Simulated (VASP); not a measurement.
GaSb:

```
Ga Sb
1.0
     0.00000    3.10906    3.10906
     3.10906    0.00000    3.10906
     3.10906    3.10906    0.00000
Ga Sb
1 1
Direct
  0.00000 0.00000 0.00000
  0.25000 0.25000 0.25000
```

* Program: VASP 6.6.1
* Task: relaxation of cell and atoms
* Functional: r2SCAN
* Potentials or basis: VASP PAW PBE potentials, release 64 (Ga_d, Sb)
* Cutoff: 600 eV
* k mesh: 6 × 6 × 6
* Occupations: fermi-dirac, width 0.02 eV
* Spin: no spin polarisation

At the start: pressure -2.0 GPa; volume 30.05 Å³/atom.

Question: How do energy, volume and symmetry change on relaxing?

Answer: Over 5 steps the energy falls by 8.0 meV/atom and the volume is 28.85 Å³/atom (-4.0 %); space group F-43m (No. 216, to 0.05 Å).

The path:
```csv
step,energy change (eV),largest force (eV/Å),pressure (GPa),volume (Å³)
1,0.0000,0.0000,-1.99,60.11
2,-0.0143,0.0000,0.74,56.91
3,-0.0161,0.0000,0.05,57.66
4,-0.0161,0.0000,-0.04,57.71
5,-0.0161,0.0000,-0.02,57.71
```

Final structure:
```
Ga Sb
1.0
     0.00000    3.06714    3.06714
     3.06714    0.00000    3.06714
     3.06714    3.06714    0.00000
Ga Sb
1 1
Direct
  0.00000 0.00000 0.00000
  0.25000 0.25000 0.25000
```

Caveat: the PAW data sets were made with another functional, which shifts forces and pressure a little.
